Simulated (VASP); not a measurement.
# Sc12H4C in VASP: single point with PBE+D3(BJ)

Aim: the single point of Sc12H4C with PBE+D3(BJ).

All numbers are computed with VASP 6.6.1; they aren't measurements. Logs are shortened: lines on timing, memory, paths and dates and some standing lists are left out, and cuts for length are marked.

## Step 1: The cell of the first run

The cell holds a slab with vacuum, 17 atoms: a = 6.620 Å, b = 6.620 Å, c = 17.276 Å, α = 90.00°, β = 90.00°, γ = 60.00°.

## Step 2: Single point, PBE+D3(BJ)

INCAR reads:

```
  PREC = Accurate
  ENCUT = 520
  EDIFF = 1E-6
  ISMEAR = 0
  SIGMA = 0.1
  LREAL = F
  LASPH = T
  NELM = 120
  ALGO = Normal
  ISIF = 2
  LWAVE = F
  LCHARG = F
  GGA = PE
  IVDW = 12
  NBANDS = 84
  GGA_COMPAT = F
  NELMDL = -8
```

KPOINTS reads:

```
Automatic mesh
0
Gamma
  4 4 1
```

POSCAR reads:

```
Sc12H4C
1.0
    6.6200000000      0.0000000000      0.0000000000
    3.3100000000      5.7330880000      0.0000000000
    0.0000000000      0.0000000000     17.2761400000
Sc C H
12 1 4
Direct
    0.0000000000      0.0000000000      0.0578833000
    0.5000000000      0.0000000000      0.0578833000
    0.0000000000      0.5000000000      0.0578833000
    0.5000000000      0.5000000000      0.0578833000
   -0.1658375619      0.3343937112      0.2007924439
    0.3314633050      0.3344057141      0.2007776483
   -0.1656594503      0.8313577870      0.2003231078
    0.3335454441      0.8329179815      0.2000572622
    0.0063477469     -0.0035553015      0.3423926804
    0.4973046207     -0.0035622049      0.3423748497
   -0.0003342836      0.5007682751      0.3422896275
    0.4969233950      0.5060962803      0.3433862134
    0.6548760411      0.1924348807      0.5362944560
    0.7491756555      0.0075824379      0.5196221716
    0.7465845717      0.2796201226      0.5133991385
    0.4765648436      0.2763848575      0.5129903794
    0.6468958505      0.2065687700      0.5995809453
```

Potentials or basis: VASP PAW PBE potentials, release 64 (Sc_sv, C, H).

Launch:

```sh
cat potpaw_PBE.64/Sc_sv/POTCAR potpaw_PBE.64/C/POTCAR potpaw_PBE.64/H/POTCAR > POTCAR
mpirun -np 1 vasp_std > vasp.out
```

OUTCAR:

```text
PREC = Accurate
   ENCUT = 520
   EDIFF = 1E-6
   ISMEAR = 0
   LREAL = F
   LASPH = T
   NELM = 120
   ISIF = 2
   GGA = PE
   IVDW = 12
   NELMDL = -8
 IVDW          = 12

 ion  position               nearest neighbor table
   1  0.000  0.000  0.058-   8 3.11   7 3.12   5 3.13   3 3.31   3 3.31   4 3.31   4 3.31   2 3.31
                             2 3.31
   2  0.500  0.000  0.058-   8 3.11   7 3.12   6 3.13   4 3.31   3 3.31   4 3.31   3 3.31   1 3.31
                             1 3.31
   3  0.000  0.500  0.058-   7 3.11   6 3.12   5 3.12   1 3.31   1 3.31   2 3.31   2 3.31   4 3.31
                             4 3.31
   4  0.500  0.500  0.058-   8 3.11   6 3.12   5 3.13   2 3.31   1 3.31   2 3.31   1 3.31   3 3.31
                             3 3.31
   5  0.834  0.334  0.201-  11 3.10   3 3.12   9 3.12   4 3.13   1 3.13  12 3.13   7 3.29   6 3.29
                             8 3.31   8 3.31   6 3.33   7 3.33
   6  0.331  0.334  0.201-  11 3.10   3 3.12  10 3.12   4 3.12   2 3.13  12 3.13   7 3.29   5 3.29
                             8 3.31   8 3.31   5 3.33   7 3.33
   7  0.834  0.831  0.200-  11 3.10   3 3.11   1 3.12   2 3.12  10 3.12   9 3.12   6 3.29   5 3.29
                             8 3.31   8 3.31   5 3.33   6 3.33
   8  0.334  0.833  0.200-   9 3.09  10 3.09  12 3.11   4 3.11   2 3.11   1 3.11   6 3.31   5 3.31
                             7 3.31   7 3.31   5 3.31   6 3.31
   9  0.006  0.996  0.342-   8 3.09   5 3.12   7 3.12  12 3.25  10 3.25  11 3.30  11 3.32  10 3.37
                            12 3.37
  10  0.497  0.996  0.342-   8 3.09   6 3.12   7 3.12  12 3.25   9 3.25  11 3.30  11 3.32   9 3.37
                            12 3.37
  11  1.000  0.501  0.342-   6 3.10   5 3.10   7 3.10  10 3.30   9 3.30  12 3.31  12 3.31   9 3.32
                            10 3.32
  12  0.497  0.506  0.343-   8 3.11   6 3.13   5 3.13   9 3.25  10 3.25  11 3.31  11 3.31  10 3.37
                             9 3.37
  13  0.655  0.192  0.536-  17 1.10  14 1.10  16 1.10  15 1.10
  14  0.749  0.008  0.520-  13 1.10
  15  0.747  0.280  0.513-  13 1.10
  16  0.477  0.276  0.513-  13 1.10
  17  0.647  0.207  0.600-  13 1.10

  LATTYP: Found a hexagonal cell.
 ALAT       =     6.6199998501
 C/A-ratio  =     2.6096888808

  Lattice vectors:

 A1 = (  -3.3100000000,  -5.7330880000,   0.0000000000)
 A2 = (   6.6200000000,   0.0000000000,   0.0000000000)
 A3 = (   0.0000000000,   0.0000000000,  17.2761400000)

Analysis of symmetry for initial positions (statically):
=====================================================================
 Subroutine PRICEL returns:
 Original cell was already a primitive cell.

 Routine SETGRP: Setting up the symmetry group for a
 hexagonal supercell.

 Subroutine GETGRP returns: Found  1 space group operations
 (whereof  1 operations were pure point group operations)
 out of a pool of 24 trial point group operations.

The static configuration has the point symmetry C_1 .

Analysis of symmetry for dynamics (positions and initial velocities):
=====================================================================
 Subroutine PRICEL returns:
 Original cell was already a primitive cell.

 Routine SETGRP: Setting up the symmetry group for a
 hexagonal supercell.

 Subroutine GETGRP returns: Found  1 space group operations
 (whereof  1 operations were pure point group operations)
 out of a pool of 24 trial point group operations.

The dynamic configuration has the point symmetry C_1 .

 Subroutine INISYM returns: Found  1 space group operations
 (whereof  1 operations are pure point group operations),
 and found     1 'primitive' translations

----------------------------------------------------------------------------------------

                                     Primitive cell

  volume of cell :     655.6821

  direct lattice vectors                    reciprocal lattice vectors
     6.620000000  0.000000000  0.000000000     0.151057402 -0.087213034  0.000000000
     3.310000000  5.733088000  0.000000000     0.000000000  0.174426068  0.000000000
     0.000000000  0.000000000 17.276140000     0.000000000  0.000000000  0.057883300

  length of vectors
     6.620000000  6.619999850 17.276140000     0.174426065  0.174426068  0.057883300

  position of ions in fractional coordinates (direct lattice)
     0.000000000  0.000000000  0.057883300
     0.500000000  0.000000000  0.057883300
     0.000000000  0.500000000  0.057883300
     0.500000000  0.500000000  0.057883300
     0.834162438  0.334393711  0.200792444
     0.331463305  0.334405714  0.200777648
[... 9 lines left out ...]
     0.476564844  0.276384857  0.512990379
     0.646895851  0.206568770  0.599580945

  ion indices of the primitive-cell ions
   primitive index   ion index
                 1           1
                 2           2
                 3           3
                 4           4
                 5           5
                 6           6
[... 9 lines left out ...]
                16          16
                17          17

----------------------------------------------------------------------------------------

 KPOINTS: Automatic mesh

Automatic generation of k-mesh.
 Grid dimensions read from file:
 generate k-points for:    4    4    1

 Generating k-lattice:

  Cartesian coordinates                     Fractional coordinates (reciprocal lattice)
     0.037764350 -0.021803259  0.000000000     0.250000000  0.000000000  0.000000000
     0.000000000  0.043606517  0.000000000     0.000000000  0.250000000  0.000000000
     0.000000000  0.000000000  0.057883300     0.000000000  0.000000000  1.000000000

  Length of vectors
     0.043606516  0.043606517  0.057883300

  Shift w.r.t. Gamma in fractional coordinates (k-lattice)
     0.000000000  0.000000000  0.000000000

 Subroutine IBZKPT returns following result:
 ===========================================

 Found     10 irreducible k-points:

 Following reciprocal coordinates:
            Coordinates               Weight
  0.000000  0.000000  0.000000      1.000000
  0.250000 -0.000000  0.000000      2.000000
  0.250000  0.250000  0.000000      2.000000
  0.000000  0.250000  0.000000      2.000000
  0.500000 -0.000000  0.000000      1.000000
  0.500000  0.500000  0.000000      1.000000
  0.000000  0.500000  0.000000      1.000000
  0.500000  0.250000  0.000000      2.000000
  0.250000  0.500000  0.000000      2.000000
 -0.250000  0.250000  0.000000      2.000000
   k-points           NKPTS =     10   k-points in BZ     NKDIM =     10   number of bands    NBANDS=     84
   number of dos      NEDOS =    301   number of ions     NIONS =     17
   total plane-waves  NPLWV = 320000
   dimension x,y,z NGX =    50 NGY =   50 NGZ =  128
   dimension x,y,z NGXF=   100 NGYF=  100 NGZF=  256
   ions per type =              12   1   4
   NGX,Y,Z   is equivalent  to a cutoff of  12.56, 12.56, 12.32 a.u.
   NGXF,Y,Z  is equivalent  to a cutoff of  25.11, 25.11, 24.63 a.u.
 SYSTEM =  unknown system
   PREC   = accura    normal or accurate (medium, high low for compatibility)
   ISTART =      0    job   : 0-new  1-cont  2-samecut
   ICHARG =      2    charge: 1-file 2-atom 10-const
   ISPIN  =      1    spin polarized calculation?
   LNONCOLLINEAR =      F non collinear calculations
   LSORBIT =      F    spin-orbit coupling
   LASPH  =      T    aspherical Exc in radial PAW
   ENCUT  =  520.0 eV  38.22 Ry    6.18 a.u.  12.31 12.31 32.12*2*pi/ulx,y,z
   NELM   =    120;   NELMIN=  2; NELMDL= -8     # of ELM steps
   EDIFF  = 0.1E-05   stopping-criterion for ELM
   LREAL  =      F    real-space projection
   EDIFFG = 0.1E-04   stopping-criterion for IOM
   NSW    =      0    number of steps for IOM
   IBRION =     -1    ionic relax: 0-MD 1-quasi-New 2-CG
   NFREE  =      0    steps in history (QN), initial steepest desc. (CG)
   ISIF   =      2    stress and relaxation
   ISYM   =      2    0-nonsym 1-usesym 2-fastsym
   POTIM  = 0.5000    time-step for ionic-motion
   TEBEG  =    0.0;   TEEND  =   0.0 temperature during run
   PSTRESS=    0.0 pullay stress
   NELECT =     140.0000    total number of electrons
   NUPDOWN=      -1.0000    fix difference up-down
   EMIN   =  10.00;   EMAX   =-10.00  energy-range for DOS
   EFERMI =   0.00;   METHOD = LEGACY
   ISMEAR =     0;   SIGMA  =   0.10  broadening in eV -4-tet -1-fermi 0-gaus
   EFERMI_NEDOS =   21; number of points for ismear=-14 and -15
   IALGO  =     38    algorithm
   IMIX   =      4    mixing-type and parameters
     AMIX     =   0.40;   BMIX     =  1.00
     AMIX_MAG =   1.60;   BMIX_MAG =  1.00
  volume/ion in A,a.u.               =      38.57       260.28
  Fermi-wavevector in a.u.,A,eV,Ry     =   0.978483  1.849064 13.026599  0.957428
  Thomas-Fermi vector in A             =   2.109262
   LORBIT       =      0    0 simple, 1 ext, 2 COOP (PROOUT), +10 PAW based schemes
   GGA     = PE    functional components
   LHFCALC =     F    Hartree Fock is set to
   AEXX    =    0.0000 exact exchange contribution
   IVDW    =    12    specifies the selected vdW correction
   LEPSILON=     F    determine dielectric tensor
   LRPA    =     F    only Hartree local field effects (RPA)
 non-spin polarized calculation
 Gauss-broadening in eV      SIGMA  =   0.10
  energy-cutoff  :      520.00
  volume of cell :      655.68
 maximum number of plane-waves:     17741
 NGX is ok and might be reduce to    50
   NGX = 25   NGY = 25   NGZ = 65

 number of electron     139.9999994 magnetization

 Free energy of the ion-electron system (eV)
  ---------------------------------------------------
  ext. energy  EPLUGINS =         0.00000000
  ---------------------------------------------------
  free energy    TOTEN  =       -93.11773151 eV

  energy without entropy =      -92.97478071  energy(sigma->0) =      -93.04625611

 E-fermi :   0.2510     XC(G=0):  -5.8972

 val. band max:        0.2507114947   @ k =   0.0000   0.5000   0.0000
 cond. band min:       0.2551958562   @ k =   0.5000  -0.0000   0.0000
 fundamental gap:      0.0044843615
 Fermi energy:         0.2509579063

 k-point     1 :       0.0000    0.0000    0.0000
  band No.  band energies     occupation
      1     -49.4638      2.00000
      2     -49.4463      2.00000
      3     -49.4331      2.00000
      4     -49.4313      2.00000
      5     -49.4211      2.00000
      6     -49.4145      2.00000
[... 839 lines left out ...]
     81       0.8571      0.00000
     82       1.1106      0.00000
 [bands above 82 left out]

------------------------ aborting loop because EDIFF is reached ----------------------------------------

 Edisp (eV)   -3.52541

 E8    (eV) :    -1.7357

  FORCE on cell =-STRESS in cart. coord.  units (eV):
  Direction    XX          YY          ZZ          XY          YZ          ZX
  --------------------------------------------------------------------------------------
  -------------------------------------------------------------------------------------
  Total      -4.22370    -4.24422    -0.17608     0.00004     0.02059     0.00292
  in kB     -10.32074   -10.37087    -0.43026     0.00010     0.05030     0.00714
  external pressure =       -7.04 kB  Pullay stress =        0.00 kB

 VOLUME and BASIS-vectors are now :
 -----------------------------------------------------------------------------
  energy-cutoff  :      520.00
  volume of cell :      655.68
      direct lattice vectors                 reciprocal lattice vectors
     6.620000000  0.000000000  0.000000000     0.151057402 -0.087213034  0.000000000
     3.310000000  5.733088000  0.000000000     0.000000000  0.174426068  0.000000000
     0.000000000  0.000000000 17.276140000     0.000000000  0.000000000  0.057883300

 POSITION                                       TOTAL-FORCE (eV/Angst)
 -----------------------------------------------------------------------------------
      0.00000      0.00000      1.00000         0.008151     -0.006246     -0.003080
      3.31000      0.00000      1.00000        -0.008037     -0.006124     -0.003004
      1.65500      2.86654      1.00000         0.000102      0.000262     -0.014258
      4.96500      2.86654      1.00000         0.000094      0.010173     -0.007963
      6.62900      1.91711      3.46892        -0.000219     -0.000017     -0.000165
      3.30117      1.91718      3.46866        -0.000044     -0.000358     -0.000274
[... 9 lines left out ...]
      4.06969      1.58454      8.86249        -0.011038      0.004225     -0.007185
      4.96619      1.18428     10.35844         0.002963      0.004222      0.019314
 -----------------------------------------------------------------------------------
    total drift:                                0.000056      0.000094     -0.000582

  FREE ENERGIE OF THE ION-ELECTRON SYSTEM (eV)
  ---------------------------------------------------
  free  energy   TOTEN  =       -96.6431386290 eV

  energy  without entropy=      -96.5001878335  energy(sigma->0) =      -96.57166323
```

It took 48 min on 1 thread of Intel Xeon Platinum 8259CL at 2.50GHz (Skylake/Cascade Lake), shared host; peak memory 0.88 GiB.

Results:

```
Free energy                : -96.6431 eV
Largest force              : 0.020 eV/Å
Band gap on the k mesh     : zero (bands 70 and 71 overlap by 0.03 eV)
Dispersion energy per atom : -0.207 eV
```

Forces in eV/Å, atoms in the order of the input:
```
Sc   0.008 -0.006 -0.003
Sc  -0.008 -0.006 -0.003
Sc   0.000  0.000 -0.014
Sc   0.000  0.010 -0.008
Sc   0.000  0.000  0.000
Sc   0.000  0.000  0.000
Sc   0.000  0.000 -0.001
Sc   0.000  0.000 -0.001
Sc  -0.001  0.000  0.007
Sc   0.001  0.000  0.007
Sc   0.000  0.000  0.008
Sc   0.000 -0.001  0.008
C    0.003 -0.005 -0.008
H   -0.002 -0.004 -0.003
H    0.006  0.004 -0.001
H   -0.011  0.004 -0.007
H    0.003  0.004  0.019
```

Caveat: there is no dipole correction, which matters where the two faces differ.
